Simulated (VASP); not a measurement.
# Al2Cu in VASP: a series of runs

Al2Cu is run at these levels: PBEsol; tasks: single point, relaxation of cell and atoms.

Program: VASP 6.6.1. These are calculated values, not measurements. Logs are shortened: lines on timing, memory, paths and dates and some standing lists are left out, and cuts for length are marked.

## Step 1: The cell of the first run

The cell holds an amorphous packing of atoms, 9 atoms: a = 6.191 Å, b = 4.723 Å, c = 4.601 Å, α = 82.21°, β = 74.73°, γ = 85.08°.

## Step 2: Single point, PBEsol

File INCAR:

```
SYSTEM = Al2Cu
ALGO = Normal
EDIFF = 1E-6
ENCUT = 520
GGA = PS
ISIF = 2
ISMEAR = 0
ISYM = 0
LASPH = .True.
LCHARG = .False.
LREAL = .False.
LWAVE = .False.
NBANDS = 36
NELM = 80
PREC = Accurate
SIGMA = 0.1
```

File KPOINTS:

```
Automatic mesh
0
Gamma
  2 3 3
  0.5 0 0
```

File POSCAR:

```
Al2Cu
1.0
    6.1458224921      0.1589757419      0.7305229538
    0.2506922306      4.7062339808      0.3024696367
    0.6732175357      0.2980706994      4.5422085201
Al Cu
6 3
Direct
    0.2597919766      1.0420857391      0.3837893850
    0.7312684475      0.8509668091      0.2497554025
    0.6065758342      0.4142112892      0.0412413954
    0.4874267513     -0.0316828620      0.8043490165
    0.1597412384      0.6100067865      0.1126335629
    0.8407883869      0.2905339960      0.4969653440
    0.9347835916      0.7328274768      0.6998816252
    0.0501371406      0.1725838219      0.9276891479
    0.3729401107      0.5013524585      0.5732827781
```

Potentials or basis: VASP PAW PBE potentials, release 64 (Al, Cu).

Launch:

```sh
$ cat potpaw_PBE.64/Al/POTCAR potpaw_PBE.64/Cu/POTCAR > POTCAR
$ mpirun -np 1 vasp_std > vasp.out
```

OUTCAR:

```text
SYSTEM = Al2Cu
   EDIFF = 1E-6
   ENCUT = 520
   GGA = PS
   ISIF = 2
   ISMEAR = 0
   ISYM = 0
   LASPH = .True.
   LREAL = .False.
   NELM = 80
   PREC = Accurate

 ion  position               nearest neighbor table
   1  0.260  0.042  0.384-   7 2.59   8 2.63   4 2.65   9 2.66   9 2.68   6 2.70   4 2.72   8 2.72
                             5 2.72   3 2.88   5 2.89   2 2.91
   2  0.731  0.851  0.250-   8 2.60   7 2.62   3 2.64   7 2.67   4 2.70   6 2.71   5 2.74   3 2.82
                             4 2.82   6 2.84   9 2.84   1 2.91
   3  0.607  0.414  0.041-   9 2.56   2 2.64   6 2.66   7 2.66   4 2.73   5 2.79   4 2.81   2 2.82
                             6 2.82   8 2.83   9 2.86   1 2.88
   4  0.487  0.968  0.804-   1 2.65   2 2.70   9 2.71   1 2.72   5 2.72   6 2.73   8 2.73   3 2.73
                             9 2.79   3 2.81   2 2.82   7 2.84
   5  0.160  0.610  0.113-   8 2.54   9 2.58   7 2.62   6 2.69   4 2.72   1 2.72   2 2.74   9 2.75
                             8 2.76   3 2.79   7 2.81   1 2.89
   6  0.841  0.291  0.497-   7 2.57   8 2.62   3 2.66   5 2.69   1 2.70   8 2.71   2 2.71   4 2.73
                             7 2.74   3 2.82   2 2.84   9 2.93
   7  0.935  0.733  0.700-   6 2.57   1 2.59   5 2.62   2 2.62   3 2.66   2 2.67   8 2.68   6 2.74
                             9 2.78   5 2.81   4 2.84
   8  0.050  0.173  0.928-   5 2.54   2 2.60   6 2.62   1 2.63   7 2.68   9 2.68   6 2.71   1 2.72
                             4 2.73   5 2.76   3 2.83
   9  0.373  0.501  0.573-   3 2.56   5 2.58   1 2.66   1 2.68   8 2.68   4 2.71   5 2.75   7 2.78
                             4 2.79   2 2.84   3 2.86   6 2.93

IMPORTANT INFORMATION: All symmetrisations will be switched off!
NOSYMM: (Re-)initialisation of all symmetry stuff for point group C_1.

----------------------------------------------------------------------------------------

                                     Primitive cell

  volume of cell :     128.4147

  direct lattice vectors                    reciprocal lattice vectors
     6.145822492  0.158975742  0.730522954     0.165764043 -0.007281632 -0.024090664
     0.250692231  4.706233981  0.302469637    -0.003927537  0.213556609 -0.013431986
     0.673217536  0.298070699  4.542208520    -0.026398277 -0.013049817  0.224926167

  length of vectors
     6.191128425  4.722602329  4.601491740     0.167663652  0.214014647  0.226845646

  position of ions in fractional coordinates (direct lattice)
     0.259791977  0.042085739  0.383789385
     0.731268447  0.850966809  0.249755402
     0.606575834  0.414211289  0.041241395
     0.487426751  0.968317138  0.804349016
     0.159741238  0.610006787  0.112633563
     0.840788387  0.290533996  0.496965344
     0.934783592  0.732827477  0.699881625
     0.050137141  0.172583822  0.927689148
     0.372940111  0.501352459  0.573282778

  ion indices of the primitive-cell ions
   primitive index   ion index
                 1           1
                 2           2
                 3           3
                 4           4
                 5           5
                 6           6
                 7           7
                 8           8
                 9           9

----------------------------------------------------------------------------------------

 KPOINTS: Automatic mesh

Automatic generation of k-mesh.
 Grid dimensions read from file:
 generate k-points for:    2    3    3

 Generating k-lattice:

  Cartesian coordinates                     Fractional coordinates (reciprocal lattice)
     0.082882022 -0.003640816 -0.012045332     0.500000000 -0.000000000 -0.000000000
    -0.001309179  0.071185536 -0.004477329    -0.000000000  0.333333333  0.000000000
    -0.008799426 -0.004349939  0.074975389    -0.000000000  0.000000000  0.333333333

  Length of vectors
     0.083831826  0.071338216  0.075615215

  Shift w.r.t. Gamma in fractional coordinates (k-lattice)
     0.500000000  0.000000000  0.000000000

 Subroutine IBZKPT returns following result:
 ===========================================

 Found      9 irreducible k-points:

 Following reciprocal coordinates:
            Coordinates               Weight
  0.250000  0.000000  0.000000      2.000000
  0.250000  0.333333  0.000000      2.000000
 -0.250000  0.333333 -0.000000      2.000000
  0.250000 -0.000000  0.333333      2.000000
 -0.250000 -0.000000  0.333333      2.000000
  0.250000  0.333333  0.333333      2.000000
 -0.250000  0.333333  0.333333      2.000000
  0.250000 -0.333333  0.333333      2.000000
 -0.250000 -0.333333  0.333333      2.000000
   k-points           NKPTS =      9   k-points in BZ     NKDIM =      9   number of bands    NBANDS=     36
   number of dos      NEDOS =    301   number of ions     NIONS =      9
   total plane-waves  NPLWV =  62208
   dimension x,y,z NGX =    48 NGY =   36 NGZ =   36
   dimension x,y,z NGXF=    96 NGYF=   72 NGZF=   72
   ions per type =               6   3
   NGX,Y,Z   is equivalent  to a cutoff of  12.89, 12.67, 13.01 a.u.
   NGXF,Y,Z  is equivalent  to a cutoff of  25.78, 25.35, 26.01 a.u.
 SYSTEM =  Al2Cu
   PREC   = accura    normal or accurate (medium, high low for compatibility)
   ISTART =      0    job   : 0-new  1-cont  2-samecut
   ICHARG =      2    charge: 1-file 2-atom 10-const
   ISPIN  =      1    spin polarized calculation?
   LNONCOLLINEAR =      F non collinear calculations
   LSORBIT =      F    spin-orbit coupling
   LASPH  =      T    aspherical Exc in radial PAW
   ENCUT  =  520.0 eV  38.22 Ry    6.18 a.u.  11.51  8.78  8.56*2*pi/ulx,y,z
   NELM   =     80;   NELMIN=  2; NELMDL= -5     # of ELM steps
   EDIFF  = 0.1E-05   stopping-criterion for ELM
   LREAL  =      F    real-space projection
   EDIFFG = 0.1E-04   stopping-criterion for IOM
   NSW    =      0    number of steps for IOM
   IBRION =     -1    ionic relax: 0-MD 1-quasi-New 2-CG
   NFREE  =      0    steps in history (QN), initial steepest desc. (CG)
   ISIF   =      2    stress and relaxation
   ISYM   =      0    0-nonsym 1-usesym 2-fastsym
   POTIM  = 0.5000    time-step for ionic-motion
   TEBEG  =    0.0;   TEEND  =   0.0 temperature during run
   PSTRESS=    0.0 pullay stress
   NELECT =      51.0000    total number of electrons
   NUPDOWN=      -1.0000    fix difference up-down
   EMIN   =  10.00;   EMAX   =-10.00  energy-range for DOS
   EFERMI =   0.00;   METHOD = LEGACY
   ISMEAR =     0;   SIGMA  =   0.10  broadening in eV -4-tet -1-fermi 0-gaus
   EFERMI_NEDOS =   21; number of points for ismear=-14 and -15
   IALGO  =     38    algorithm
   IMIX   =      4    mixing-type and parameters
     AMIX     =   0.40;   BMIX     =  1.00
     AMIX_MAG =   1.60;   BMIX_MAG =  1.00
  volume/ion in A,a.u.               =      14.27        96.29
  Fermi-wavevector in a.u.,A,eV,Ry     =   1.203354  2.274009 19.702056  1.448060
  Thomas-Fermi vector in A             =   2.339110
   LORBIT       =      0    0 simple, 1 ext, 2 COOP (PROOUT), +10 PAW based schemes
   GGA     = PS    functional components
   LHFCALC =     F    Hartree Fock is set to
   AEXX    =    0.0000 exact exchange contribution
   IVDW    =     0    specifies the selected vdW correction
   LEPSILON=     F    determine dielectric tensor
   LRPA    =     F    only Hartree local field effects (RPA)
 non-spin polarized calculation
 Gauss-broadening in eV      SIGMA  =   0.10
  energy-cutoff  :      520.00
  volume of cell :      128.41
 maximum number of plane-waves:      3474
 NGX is ok and might be reduce to    48
   NGX = 23   NGY = 17   NGZ = 17

 number of electron      51.0000001 magnetization

 Free energy of the ion-electron system (eV)
  ---------------------------------------------------
  ext. energy  EPLUGINS =         0.00000000
  ---------------------------------------------------
  free energy    TOTEN  =       -38.52653506 eV

  energy without entropy =      -38.51932471  energy(sigma->0) =      -38.52292988

 E-fermi :   8.6438     XC(G=0): -11.1548

 val. band max:        8.3901431329   @ k =   0.2500  -0.0000   0.3333
 cond. band min:       8.6480068570   @ k =   0.2500  -0.0000   0.3333
 fundamental gap:      0.2578637241
 Fermi energy:         8.6437861817

 k-point     1 :       0.2500    0.0000    0.0000
  band No.  band energies     occupation
      1      -2.5102      2.00000
      2      -0.4474      2.00000
      3       2.8267      2.00000
      4       2.9911      2.00000
      5       3.3241      2.00000
      6       3.8143      2.00000
[... 28 lines left out ...]
     35      12.9756      0.00000
     36      13.5398      0.00000

 k-point     2 :       0.2500    0.3333    0.0000
  band No.  band energies     occupation
      1      -1.8073      2.00000
      2       0.3040      2.00000
      3       0.6031      2.00000
      4       1.9793      2.00000
      5       3.3106      2.00000
      6       3.7114      2.00000
[... 28 lines left out ...]
     35      13.4539      0.00000
     36      13.9825      0.00000

 k-point     3 :      -0.2500    0.3333   -0.0000
  band No.  band energies     occupation
      1      -1.7187      2.00000
      2       0.1135      2.00000
      3       0.3568      2.00000
      4       2.4354      2.00000
      5       3.5478      2.00000
      6       3.6558      2.00000
[... 28 lines left out ...]
     35      13.0839      0.00000
     36      13.3974      0.00000

 k-point     4 :       0.2500   -0.0000    0.3333
  band No.  band energies     occupation
      1      -1.9073      2.00000
      2       0.8499      2.00000
      3       1.1820      2.00000
      4       1.5604      2.00000
      5       2.8679      2.00000
      6       3.4332      2.00000
[... 28 lines left out ...]
     35      12.7850      0.00000
     36      14.4997      0.00000

 k-point     5 :      -0.2500   -0.0000    0.3333
  band No.  band energies     occupation
      1      -1.4487      2.00000
      2      -0.3594      2.00000
      3       0.4214      2.00000
      4       3.1468      2.00000
      5       3.3842      2.00000
      6       3.7911      2.00000
[... 28 lines left out ...]
     35      13.0927      0.00000
     36      13.7625      0.00000

 k-point     6 :       0.2500    0.3333    0.3333
  band No.  band energies     occupation
      1      -1.3945      2.00000
      2       1.2852      2.00000
      3       1.6102      2.00000
      4       2.0984      2.00000
      5       2.4314      2.00000
      6       2.8155      2.00000
[... 28 lines left out ...]
     35      13.9354      0.00000
     36      14.4757      0.00000

 k-point     7 :      -0.2500    0.3333    0.3333
  band No.  band energies     occupation
      1      -0.8562      2.00000
      2       0.0718      2.00000
      3       1.3793      2.00000
      4       1.6528      2.00000
      5       2.3105      2.00000
      6       2.9615      2.00000
[... 28 lines left out ...]
     35      14.9150      0.00000
     36      16.1053      0.00000

 k-point     8 :       0.2500   -0.3333    0.3333
  band No.  band energies     occupation
      1      -0.9507      2.00000
      2       0.5196      2.00000
      3       1.3074      2.00000
      4       1.6546      2.00000
      5       2.0195      2.00000
      6       3.3346      2.00000
[... 28 lines left out ...]
     35      13.7627      0.00000
     36      14.2049      0.00000

 k-point     9 :      -0.2500   -0.3333    0.3333
  band No.  band energies     occupation
      1      -0.5943      2.00000
      2       0.4369      2.00000
      3       0.8367      2.00000
      4       1.2617      2.00000
      5       1.8684      2.00000
      6       3.3573      2.00000
[... 28 lines left out ...]
     35      13.5718      0.00000
     36      14.2945      0.00000

------------------------ aborting loop because EDIFF is reached ----------------------------------------

  FORCE on cell =-STRESS in cart. coord.  units (eV):
  Direction    XX          YY          ZZ          XY          YZ          ZX
  --------------------------------------------------------------------------------------
  -------------------------------------------------------------------------------------
  Total        0.1463322      0.2473110      0.3366917      0.0591430      0.0743472      0.0448086
  in kB        1.8257272      3.0855975      4.2007637      0.7379029      0.9275998      0.5590583
  external PRESSURE =       3.0373628 kB  Pullay stress =       0.0000000 kB

 VOLUME and BASIS-vectors are now :
 -----------------------------------------------------------------------------
  energy-cutoff  :      520.00
  volume of cell :      128.41
      direct lattice vectors                 reciprocal lattice vectors
     6.145822492  0.158975742  0.730522954     0.165764043 -0.007281632 -0.024090664
     0.250692231  4.706233981  0.302469637    -0.003927537  0.213556609 -0.013431986
     0.673217536  0.298070699  4.542208520    -0.026398277 -0.013049817  0.224926167

 POSITION                                       TOTAL-FORCE (eV/Angst)
 -----------------------------------------------------------------------------------
      1.86556      0.35376      1.94577         0.007827      0.007051     -0.002692
      4.87572      4.19555      1.92604        -0.010524      0.001151      0.000957
      3.85951      2.05810      0.75573        -0.007904     -0.010928     -0.009884
      3.77989      4.87437      4.30248         0.008897     -0.000932     -0.001112
      1.21049      2.92980      0.81281         0.007599     -0.005405      0.015340
      5.57474      1.64912      2.95941        -0.008612      0.009097     -0.004749
      6.39990      3.80608      4.08355        -0.010442      0.003447     -0.001002
      0.97594      1.09671      4.30259        -0.006007     -0.007975     -0.001364
      2.80365      2.58965      3.02806         0.019166      0.004493      0.004506
 -----------------------------------------------------------------------------------
    total drift:                                0.001515      0.000430     -0.000324

  FREE ENERGIE OF THE ION-ELECTRON SYSTEM (eV)
  ---------------------------------------------------
  free  energy   TOTEN  =       -38.5265350601 eV

  energy  without entropy=      -38.5193247068  energy(sigma->0) =      -38.52292988
```

Wall time 29 s (1 thread of Intel Xeon 6975P-C (Granite Rapids), shared host); peak memory 0.24 GiB.

What came out:

| Quantity | Value |
| --- | --- |
| Free energy | -38.5265 eV |
| Pressure | 0.3 GPa |
| Largest force | 0.020 eV/Å |

Forces on the atoms (eV/Å):
```
Al   0.008  0.007 -0.003
Al  -0.011  0.001  0.001
Al  -0.008 -0.011 -0.010
Al   0.009 -0.001 -0.001
Al   0.008 -0.005  0.015
Al  -0.009  0.009 -0.005
Cu  -0.010  0.003 -0.001
Cu  -0.006 -0.008 -0.001
Cu   0.019  0.004  0.005
```

Stress tensor (GPa, compression positive):
```
0.18 0.07 0.06
0.07 0.31 0.09
0.06 0.09 0.42
```

Levels at points of the mesh, in eV from the Fermi level:
```
           k point  band 23  band 24  band 25  band 26  band 27  band 28
(0.25, 0.00, 0.00)    -2.06    -1.36    -1.25    -0.34     0.75     0.84
```

Caveat: the k points lie up to 0.53 Å⁻¹ apart; the PAW data sets were made with another functional, which shifts forces and pressure a little.

## Step 3: Single point, PBEsol

This run uses another cell than the first one, of 14.66 Å³/atom, 1.028 times its volume.

File INCAR:

```
SYSTEM = Al2Cu
  PREC = Accurate
  ENCUT = 520
  EDIFF = 1E-7
  ISMEAR = 0
  SIGMA = 0.1
  LREAL = .FALSE.
  LASPH = .TRUE.
  NELM = 60
  ALGO = Normal
  ISIF = 2
  LWAVE = .FALSE.
  LCHARG = .FALSE.
  GGA = PS
  ISYM = 0
  NBANDS = 36
```

File KPOINTS:

```
Automatic mesh
0
Gamma
  3 2 3
  0 0.5 0
```

File POSCAR:

```
Al2Cu
1.0
    4.7896815632      0.8622026395      0.0322940211
    0.8340935397      6.0767694659      0.8549194947
   -0.0263244385      0.6845036920      4.7480892640
Al Cu
6 3
Direct
    0.4161696358      0.1413257425      0.5162780236
    0.2492744687      0.6081225632      0.4838048158
    0.8176214490      0.3666755602      0.5329212665
    0.1029156414      0.8787260327      0.8781722461
    0.0994197848      0.3510470071      1.0049849823
    0.6078385064      0.8453532188      0.1429208365
    0.5423590741      0.4528382076      0.0440146870
    0.9346018712      0.0274865128      0.3273252825
    0.7295287832      0.7307905386      0.6829659100
```

Potentials or basis: VASP PAW PBE potentials, release 64 (Al, Cu).

Launch:

```sh
$ cat potpaw_PBE.64/Al/POTCAR potpaw_PBE.64/Cu/POTCAR > POTCAR
$ mpirun -np 1 vasp_std > vasp.out
```

Run time: 31 s. Hardware: 1 thread of Intel Xeon 6975P-C (Granite Rapids), shared host; peak memory 0.23 GiB.

It converged, with:

| Quantity | Value |
| --- | --- |
| Free energy | -38.4751 eV |
| Pressure | 0.3 GPa |
| Largest force | 0.017 eV/Å |

Forces on the atoms (eV/Å):
```
Al  -0.003  0.000  0.011
Al   0.007  0.013 -0.004
Al  -0.009 -0.005 -0.010
Al   0.007  0.008  0.006
Al   0.006  0.004  0.013
Al  -0.012 -0.008 -0.006
Cu   0.006 -0.003  0.006
Cu  -0.010 -0.001 -0.003
Cu   0.008 -0.008 -0.013
```

Stress tensor (GPa, compression positive):
```
0.10 0.01 0.04
0.01 0.34 0.11
0.04 0.11 0.34
```

Levels at points of the mesh, in eV from the Fermi level:
```
           k point  band 24  band 25  band 26  band 27  band 28  band 29
(0.00, 0.25, 0.00)    -2.18    -0.71    -0.45     0.93     1.37     1.73
```

Caveat: the k points lie up to 0.56 Å⁻¹ apart; the PAW data sets were made with another functional, which shifts forces and pressure a little.

(Part 1 of 2 ends here.)
